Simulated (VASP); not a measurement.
# TmI4 (P-43m) in VASP: a series of runs

Runs on TmI4. Level: PBE. Tasks: single point, relaxation of cell and atoms.

Program: VASP 6.6.1. These are calculated values, not measurements. Logs are shortened: lines on timing, memory, paths and dates and some standing lists are left out, and cuts for length are marked.

## 1. The cell of the first run

The structure is cubic, space group P-43m (No. 215). Conventional cell: a = 6.475 Å, b = 6.475 Å, c = 6.475 Å, α = 90.00°, β = 90.00°, γ = 90.00°. Within 3.7 Å of Tm (site symmetry -43m) lie 4 I at 2.84 Å. I (site symmetry 3m) has 1 Tm at 2.84 Å within 3.7 Å.

The cell was generated, and may not be a known phase.

## 2. Single point, PBE

Contents of INCAR:

```
ALGO = Normal
EDIFF = 1E-6
ENCUT = 500
GGA = PE
GGA_COMPAT = F
ISIF = 2
ISMEAR = 0
LASPH = T
LCHARG = F
LMAXMIX = 6
LREAL = F
LWAVE = F
NBANDS = 26
NELM = 200
PREC = Accurate
SIGMA = 0.1
```

Contents of KPOINTS:

```
k-points
0
Gamma
  6 6 6
```

Contents of POSCAR:

```
TmI4
1.0
    6.4754359813      0.0000000000      0.0000000000
    0.0000000000      6.4754359813      0.0000000000
    0.0000000000      0.0000000000      6.4754359813
Tm I
1 4
Direct
    0.0000000000      0.0000000000      0.0000000000
    0.2531422974      0.2531422974      0.2531422974
    0.7468577026      0.7468577026      0.2531422974
    0.2531422974      0.7468577026      0.7468577026
    0.7468577026      0.2531422974      0.7468577026
```

Potentials or basis: VASP PAW PBE potentials, release 64 (Tm_3, I), 4f in core.

The run is started by

```console
$ cat potpaw_PBE.64/Tm_3/POTCAR potpaw_PBE.64/I/POTCAR > POTCAR
$ mpirun -np 1 vasp_std > vasp.out
```

OUTCAR:

```text
EDIFF = 1E-6
   ENCUT = 500
   GGA = PE
   ISIF = 2
   ISMEAR = 0
   LASPH = T
   LREAL = F
   NELM = 200
   PREC = Accurate

 ion  position               nearest neighbor table
   1  0.000  0.000  0.000-   2 2.84   3 2.84   4 2.84   5 2.84
   2  0.253  0.253  0.253-   1 2.84
   3  0.747  0.747  0.253-   1 2.84
   4  0.253  0.747  0.747-   1 2.84
   5  0.747  0.253  0.747-   1 2.84

  LATTYP: Found a simple cubic cell.
 ALAT       =     6.4754359813

  Lattice vectors:

 A1 = (   6.4754359813,   0.0000000000,   0.0000000000)
 A2 = (   0.0000000000,   6.4754359813,   0.0000000000)
 A3 = (   0.0000000000,   0.0000000000,   6.4754359813)

Analysis of symmetry for initial positions (statically):
=====================================================================
 Subroutine PRICEL returns:
 Original cell was already a primitive cell.

 Routine SETGRP: Setting up the symmetry group for a
 simple cubic supercell.

 Subroutine GETGRP returns: Found 24 space group operations
 (whereof 24 operations were pure point group operations)
 out of a pool of 48 trial point group operations.

The static configuration has the point symmetry T_d .

Analysis of symmetry for dynamics (positions and initial velocities):
=====================================================================
 Subroutine PRICEL returns:
 Original cell was already a primitive cell.

 Routine SETGRP: Setting up the symmetry group for a
 simple cubic supercell.

 Subroutine GETGRP returns: Found 24 space group operations
 (whereof 24 operations were pure point group operations)
 out of a pool of 48 trial point group operations.

The dynamic configuration has the point symmetry T_d .

 Subroutine INISYM returns: Found 24 space group operations
 (whereof 24 operations are pure point group operations),
 and found     1 'primitive' translations

----------------------------------------------------------------------------------------

                                     Primitive cell

  volume of cell :     271.5233

  direct lattice vectors                    reciprocal lattice vectors
     6.475435981  0.000000000  0.000000000     0.154429756  0.000000000  0.000000000
     0.000000000  6.475435981  0.000000000     0.000000000  0.154429756  0.000000000
     0.000000000  0.000000000  6.475435981     0.000000000  0.000000000  0.154429756

  length of vectors
     6.475435981  6.475435981  6.475435981     0.154429756  0.154429756  0.154429756

  position of ions in fractional coordinates (direct lattice)
     0.000000000  0.000000000  0.000000000
     0.253142297  0.253142297  0.253142297
     0.746857703  0.746857703  0.253142297
     0.253142297  0.746857703  0.746857703
     0.746857703  0.253142297  0.746857703

  ion indices of the primitive-cell ions
   primitive index   ion index
                 1           1
                 2           2
                 3           3
                 4           4
                 5           5

----------------------------------------------------------------------------------------

 KPOINTS: k-points

Automatic generation of k-mesh.
 Grid dimensions read from file:
 generate k-points for:    6    6    6

 Generating k-lattice:

  Cartesian coordinates                     Fractional coordinates (reciprocal lattice)
     0.025738293  0.000000000  0.000000000     0.166666667  0.000000000  0.000000000
     0.000000000  0.025738293  0.000000000     0.000000000  0.166666667  0.000000000
     0.000000000  0.000000000  0.025738293     0.000000000  0.000000000  0.166666667

  Length of vectors
     0.025738293  0.025738293  0.025738293

  Shift w.r.t. Gamma in fractional coordinates (k-lattice)
     0.000000000  0.000000000  0.000000000

 Subroutine IBZKPT returns following result:
 ===========================================

 Found     20 irreducible k-points:

 Following reciprocal coordinates:
            Coordinates               Weight
  0.000000  0.000000  0.000000      1.000000
  0.166667  0.000000  0.000000      6.000000
  0.333333  0.000000  0.000000      6.000000
  0.500000  0.000000  0.000000      3.000000
  0.166667  0.166667  0.000000     12.000000
  0.333333  0.166667  0.000000     24.000000
[... 12 lines left out ...]
  0.500000  0.500000  0.333333      6.000000
  0.500000  0.500000  0.500000      1.000000
   k-points           NKPTS =     20   k-points in BZ     NKDIM =     20   number of bands    NBANDS=     26
   number of dos      NEDOS =    301   number of ions     NIONS =      5
   total plane-waves  NPLWV = 110592
   dimension x,y,z NGX =    48 NGY =   48 NGZ =   48
   dimension x,y,z NGXF=    96 NGYF=   96 NGZF=   96
   ions per type =               1   4
   NGX,Y,Z   is equivalent  to a cutoff of  12.32, 12.32, 12.32 a.u.
   NGXF,Y,Z  is equivalent  to a cutoff of  24.65, 24.65, 24.65 a.u.
 SYSTEM =  unknown system
   PREC   = accura    normal or accurate (medium, high low for compatibility)
   ISTART =      0    job   : 0-new  1-cont  2-samecut
   ICHARG =      2    charge: 1-file 2-atom 10-const
   ISPIN  =      1    spin polarized calculation?
   LNONCOLLINEAR =      F non collinear calculations
   LSORBIT =      F    spin-orbit coupling
   LASPH  =      T    aspherical Exc in radial PAW
   ENCUT  =  500.0 eV  36.75 Ry    6.06 a.u.  11.81 11.81 11.81*2*pi/ulx,y,z
   NELM   =    200;   NELMIN=  2; NELMDL= -5     # of ELM steps
   EDIFF  = 0.1E-05   stopping-criterion for ELM
   LREAL  =      F    real-space projection
   EDIFFG = 0.1E-04   stopping-criterion for IOM
   NSW    =      0    number of steps for IOM
   IBRION =     -1    ionic relax: 0-MD 1-quasi-New 2-CG
   NFREE  =      0    steps in history (QN), initial steepest desc. (CG)
   ISIF   =      2    stress and relaxation
   ISYM   =      2    0-nonsym 1-usesym 2-fastsym
   POTIM  = 0.5000    time-step for ionic-motion
   TEBEG  =    0.0;   TEEND  =   0.0 temperature during run
   PSTRESS=    0.0 pullay stress
   NELECT =      37.0000    total number of electrons
   NUPDOWN=      -1.0000    fix difference up-down
   EMIN   =  10.00;   EMAX   =-10.00  energy-range for DOS
   EFERMI =   0.00;   METHOD = LEGACY
   ISMEAR =     0;   SIGMA  =   0.10  broadening in eV -4-tet -1-fermi 0-gaus
   EFERMI_NEDOS =   21; number of points for ismear=-14 and -15
   IALGO  =     38    algorithm
   IMIX   =      4    mixing-type and parameters
     AMIX     =   0.40;   BMIX     =  1.00
     AMIX_MAG =   1.60;   BMIX_MAG =  1.00
  volume/ion in A,a.u.               =      54.30       366.47
  Fermi-wavevector in a.u.,A,eV,Ry     =   0.842441  1.591983  9.656158  0.709708
  Thomas-Fermi vector in A             =   1.957148
   LORBIT       =      0    0 simple, 1 ext, 2 COOP (PROOUT), +10 PAW based schemes
   GGA     = PE    functional components
   LHFCALC =     F    Hartree Fock is set to
   AEXX    =    0.0000 exact exchange contribution
   IVDW    =     0    specifies the selected vdW correction
   LEPSILON=     F    determine dielectric tensor
   LRPA    =     F    only Hartree local field effects (RPA)
 non-spin polarized calculation
 Gauss-broadening in eV      SIGMA  =   0.10
  energy-cutoff  :      500.00
  volume of cell :      271.52
 maximum number of plane-waves:      6931
 NGX is ok and might be reduce to    48
   NGX = 23   NGY = 23   NGZ = 23

 number of electron      37.0000002 magnetization

 Free energy of the ion-electron system (eV)
  ---------------------------------------------------
  ext. energy  EPLUGINS =         0.00000000
  ---------------------------------------------------
  free energy    TOTEN  =       -14.61422204 eV

  energy without entropy =      -14.54474287  energy(sigma->0) =      -14.57948245

 E-fermi :  -0.5126     XC(G=0):  -6.9112

 val. band max:       -0.5213896571   @ k =   0.3333   0.3333   0.0000
 cond. band min:      -0.5002084922   @ k =   0.5000   0.3333   0.1667
 fundamental gap:      0.0211811649
 Fermi energy:        -0.5126042132

 k-point     1 :       0.0000    0.0000    0.0000
  band No.  band energies     occupation
      1     -24.9548      2.00000
      2     -24.9548      2.00000
      3     -24.9548      2.00000
      4     -11.5660      2.00000
      5     -11.1867      2.00000
      6     -11.1867      2.00000
[... 18 lines left out ...]
     25       3.9356      0.00000
     26       6.0791      0.00000

 k-point     2 :       0.1667    0.0000    0.0000
  band No.  band energies     occupation
      1     -24.9548      2.00000
      2     -24.9548      2.00000
      3     -24.9548      2.00000
      4     -11.5431      2.00000
      5     -11.2119      2.00000
      6     -11.1866      2.00000
[... 18 lines left out ...]
     25       4.2785      0.00000
     26       6.2496      0.00000

 k-point     3 :       0.3333    0.0000    0.0000
  band No.  band energies     occupation
      1     -24.9548      2.00000
      2     -24.9547      2.00000
      3     -24.9547      2.00000
      4     -11.4815      2.00000
      5     -11.2779      2.00000
      6     -11.1864      2.00000
[... 18 lines left out ...]
     25       4.9363      0.00000
     26       6.4013      0.00000

 k-point     4 :       0.5000    0.0000    0.0000
  band No.  band energies     occupation
      1     -24.9549      2.00000
      2     -24.9547      2.00000
      3     -24.9547      2.00000
      4     -11.4237      2.00000
      5     -11.3378      2.00000
      6     -11.1863      2.00000
[... 18 lines left out ...]
     25       5.4477      0.00000
     26       6.1339      0.00000
[... 380 lines left out ...]
      1     -24.9549      2.00000
      2     -24.9548      2.00000
      3     -24.9548      2.00000
      4     -11.3514      2.00000
      5     -11.2805      2.00000
      6     -11.2525      2.00000
[... 18 lines left out ...]
     25       5.3277      0.00000
     26       6.1092      0.00000

 k-point    19 :       0.5000    0.5000    0.3333
  band No.  band energies     occupation
      1     -24.9548      2.00000
      2     -24.9548      2.00000
      3     -24.9548      2.00000
      4     -11.3419      2.00000
      5     -11.2613      2.00000
      6     -11.2606      2.00000
[... 18 lines left out ...]
     25       5.2103      0.00000
     26       6.1794      0.00000

 k-point    20 :       0.5000    0.5000    0.5000
  band No.  band energies     occupation
      1     -24.9548      2.00000
      2     -24.9548      2.00000
      3     -24.9548      2.00000
      4     -11.3404      2.00000
      5     -11.2604      2.00000
      6     -11.2604      2.00000
[... 18 lines left out ...]
     25       4.9304      0.00000
     26       6.0526      0.00000

------------------------ aborting loop because EDIFF is reached ----------------------------------------

  FORCE on cell =-STRESS in cart. coord.  units (eV):
  Direction    XX          YY          ZZ          XY          YZ          ZX
  --------------------------------------------------------------------------------------
  -------------------------------------------------------------------------------------
  Total        0.1878512      0.1878512      0.1878512     -0.0000000     -0.0000000     -0.0000000
  in kB        1.1084533      1.1084533      1.1084533     -0.0000000     -0.0000000     -0.0000000
  external PRESSURE =       1.1084533 kB  Pullay stress =       0.0000000 kB

 VOLUME and BASIS-vectors are now :
 -----------------------------------------------------------------------------
  energy-cutoff  :      500.00
  volume of cell :      271.52
      direct lattice vectors                 reciprocal lattice vectors
     6.475435981  0.000000000  0.000000000     0.154429756  0.000000000  0.000000000
     0.000000000  6.475435981  0.000000000     0.000000000  0.154429756  0.000000000
     0.000000000  0.000000000  6.475435981     0.000000000  0.000000000  0.154429756

 POSITION                                       TOTAL-FORCE (eV/Angst)
 -----------------------------------------------------------------------------------
      0.00000      0.00000      0.00000         0.000000     -0.000000     -0.000000
      1.63921      1.63921      1.63921         0.019304      0.019304      0.019304
      4.83623      4.83623      1.63921        -0.019304     -0.019304      0.019304
      1.63921      4.83623      4.83623         0.019304     -0.019304     -0.019304
      4.83623      1.63921      4.83623        -0.019304      0.019304     -0.019304
 -----------------------------------------------------------------------------------
    total drift:                               -0.000000     -0.000000     -0.000000

  FREE ENERGIE OF THE ION-ELECTRON SYSTEM (eV)
  ---------------------------------------------------
  free  energy   TOTEN  =       -14.6142220382 eV

  energy  without entropy=      -14.5447428712  energy(sigma->0) =      -14.57948245
```

Run time: 97 s. Hardware: 1 thread of Intel Xeon Platinum 8488C (Sapphire Rapids), shared host; peak memory 0.38 GiB.

Results:

```yaml
Free_energy: -14.6142 eV
Pressure: 0.1 GPa
Largest_force: 0.033 eV/Å
Band_gap_on_the_k_mesh: zero (an odd number of electrons rules out a gap without spin polarisation)
```

Forces in eV/Å, atoms in the order of the input:
```
Tm   0.000  0.000  0.000
I    0.019  0.019  0.019
I   -0.019 -0.019  0.019
I    0.019 -0.019 -0.019
I   -0.019  0.019 -0.019
```

Levels at points of the mesh, in eV from the Fermi level:
```csv
k point,band 16,band 17,band 18,band 19,band 20,band 21,band 22,band 23
"(0.00, 0.00, 0.00)",-0.32,-0.08,-0.08,-0.08,4.11,4.11,4.34,4.34
"(0.50, 0.00, 0.00)",-0.37,-0.37,-0.08,-0.08,4.06,4.47,4.52,4.52
"(0.50, 0.50, 0.00)",-0.29,-0.29,-0.26,0.07,4.27,4.40,4.45,4.91
"(0.50, 0.50, 0.50)",-0.25,0.08,0.08,0.08,4.28,4.28,4.99,4.99
```

Caveat: spin-orbit coupling is left out, which moves the levels of the heavy elements; the 4f electrons are frozen in the core, so they carry no moment and show no levels; an odd number of electrons without spin polarisation forces a metal; a magnetic or distorted state may lie lower; the run has no spin polarisation, though such a crystal can be magnetic. Spin polarisation is off, so any magnetic state and its effect on volume and gap are missing.

## 3. Single point, PBE

This run uses another cell than the first one, of 50.94 Å³/atom.

Contents of INCAR:

```
ALGO = Normal
EDIFF = 1E-6
ENCUT = 500
GGA = PE
GGA_COMPAT = False
ISIF = 2
ISMEAR = 0
LASPH = True
LCHARG = False
LMAXMIX = 6
LREAL = False
LWAVE = False
NBANDS = 26
NELM = 200
PREC = Accurate
SIGMA = 0.2
```

Contents of KPOINTS:

```
k-points
0
Gamma
  3 3 3
```

Contents of POSCAR:

```
TmI4
1.0
    6.3389504269      0.0000000000      0.0000000000
    0.0000000000      6.3389504269      0.0000000000
    0.0000000000      0.0000000000      6.3389504269
Tm I
1 4
Direct
    0.0000000000      0.0000000000      0.0000000000
    0.2599802885      0.2599802885      0.2599802885
    0.7400197115      0.7400197115      0.2599802885
    0.2599802885      0.7400197115      0.7400197115
    0.7400197115      0.2599802885      0.7400197115
```

Potentials or basis: VASP PAW PBE potentials, release 64 (Tm_3, I), 4f in core.

The run is started by

```console
$ cat potpaw_PBE.64/Tm_3/POTCAR potpaw_PBE.64/I/POTCAR > POTCAR
$ mpirun -np 1 vasp_std > vasp.out
```

Wall time 23 s (1 thread of AMD EPYC 9R45 (Zen 5), shared host); peak memory 0.28 GiB.

It converged, with:

```yaml
Free_energy: -14.6858 eV
Pressure: 0.1 GPa
Largest_force: 0.074 eV/Å
Band_gap_on_the_k_mesh: zero (an odd number of electrons rules out a gap without spin polarisation)
```

Forces on the atoms (eV/Å):
```
Tm   0.000  0.000  0.000
I   -0.043 -0.043 -0.043
I    0.043  0.043 -0.043
I   -0.043  0.043  0.043
I    0.043 -0.043  0.043
```

Levels at points of the mesh, in eV from the Fermi level:
| k point | band 15 | band 16 | band 17 | band 18 | band 19 | band 20 | band 21 | band 22 | band 23 | band 24 |
| --- | --- | --- | --- | --- | --- | --- | --- | --- | --- | --- |
| (0.00, 0.00, 0.00) | -0.41 | -0.41 | -0.11 | -0.11 | -0.11 | 3.91 | 3.91 | 4.12 | 4.12 | 4.12 |

Caveat: spin-orbit coupling is left out, which moves the levels of the heavy elements; the 4f electrons are frozen in the core, so they carry no moment and show no levels; an odd number of electrons without spin polarisation forces a metal; a magnetic or distorted state may lie lower; the run has no spin polarisation, though such a crystal can be magnetic. Spin polarisation is off, so any magnetic state and its effect on volume and gap are missing.

## 4. Relaxation of cell and atoms, PBE

This run uses another cell than the first one, of 44.93 Å³/atom.

Contents of INCAR:

```
SYSTEM = TmI4
  PREC = Accurate
  ENCUT = 500
  EDIFF = 1E-7
  ISMEAR = 0
  SIGMA = 0.2
  LREAL = .False.
  LASPH = .True.
  NELM = 200
  ALGO = Normal
  ISIF = 3
  LWAVE = .False.
  LCHARG = .False.
  GGA = PE
  IBRION = 2
  NSW = 36
  EDIFFG = -0.08
  GGA_COMPAT = .False.
  NELMIN = 4
  LMAXMIX = 6
```

Contents of KPOINTS:

```
Automatic mesh
0
Gamma
  3 3 3
  0 0 0
```

Contents of POSCAR:

```
TmI4
1.0
    6.0791192000      0.0000000000      0.0000000000
    0.0000000000      6.0791192000      0.0000000000
    0.0000000000      0.0000000000      6.0791192000
Tm I
1 4
Direct
    0.0000000000      0.0000000000      0.0000000000
    0.2500000000      0.2500000000      0.2500000000
    0.7500000000      0.7500000000      0.2500000000
    0.2500000000      0.7500000000      0.7500000000
    0.7500000000      0.2500000000      0.7500000000
```

The run is started by

```console
$ cat potpaw_PBE.64/Tm_3/POTCAR potpaw_PBE.64/I/POTCAR > POTCAR
$ mpirun -np 1 vasp_std > vasp.out
```

Run time: 53 s. Hardware: 1 thread of AMD EPYC 9R45 (Zen 5), shared host; peak memory 0.3 GiB.

The run converged. Its results:

- Free energy: -14.6951 eV
- Relaxed volume: 52.66 Å³/atom
- Relaxed cell: a = 6.409 Å, b = 6.409 Å, c = 6.409 Å, α = 90.00°, β = 90.00°, γ = 90.00°
- Space group after relaxing (to 0.1 Å): P-43m (No. 215)
- Energy gained by relaxing: 182.1 meV/atom
- Ionic steps: 3
- Pressure after relaxing: 0.0 GPa
- Band gap on the k mesh: zero (an odd number of electrons rules out a gap without spin polarisation)

Step by step:
```tsv
step	energy change (eV)	largest force (eV/Å)	pressure (GPa)	volume (Å³)
1	0.0000	2.1884	6.12	224.66
2	-0.7353	0.7029	-1.61	285.24
3	-0.9105	0.0393	0.01	263.28
```

Final structure:
```
CELL_PARAMETERS angstrom
6.40926 0.00000 0.00000
0.00000 6.40926 0.00000
0.00000 0.00000 6.40926
ATOMIC_POSITIONS crystal
Tm 0.00000 0.00000 0.00000
I 0.25684 0.25684 0.25684
I 0.74316 0.74316 0.25684
I 0.25684 0.74316 0.74316
I 0.74316 0.25684 0.74316
```

Levels at points of the mesh, in eV from the Fermi level:
```csv
k point,band 17,band 18,band 19,band 20,band 21,band 22
"(0.00, 0.00, 0.00)",-0.12,-0.12,-0.12,3.97,3.97,4.19
```

Caveat: the volume moved by over 15 % at a fixed basis, so the end points are rough; spin-orbit coupling is left out, which moves the levels of the heavy elements; the 4f electrons are frozen in the core, so they carry no moment and show no levels; an odd number of electrons without spin polarisation forces a metal; a magnetic or distorted state may lie lower; the run has no spin polarisation, though such a crystal can be magnetic.

## 5. Summary

| task | cell | k mesh | smearing | gap on the mesh (eV) | pressure (GPa) | largest force (eV/Å) |
| --- | --- | --- | --- | --- | --- | --- |
| single point | a = 6.475 Å, 5 atoms, atomic positions A | 6 × 6 × 6 | gaussian 0.1 eV | none | 0.1 | 0.03 |
| single point | a = 6.339 Å, 5 atoms, atomic positions B | 3 × 3 × 3 | gaussian 0.2 eV | none | 0.1 | 0.07 |
| relaxation of cell and atoms | relaxed from a = 6.079 Å, 5 atoms, atomic positions C | 3 × 3 × 3 | gaussian 0.2 eV | none | 0.0 | - |

Alike in all rows: level PBE; potentials or basis VASP PAW PBE potentials, release 64 (Tm_3, I), 4f in core; no spin polarisation; cutoff (eV) 500.

Caveats: spin-orbit coupling is left out, which moves the levels of the heavy elements; the 4f electrons are frozen in the core, so they carry no moment and show no levels; an odd number of electrons without spin polarisation forces a metal; a magnetic or distorted state may lie lower; the run has no spin polarisation, though such a crystal can be magnetic; the volume moved by over 15 % at a fixed basis, so the end points are rough (at least some runs).

Absolute energies hang on the potentials; compare differences alone.

The gap in the log of VASP goes by the Fermi energy; the results here count the filled bands.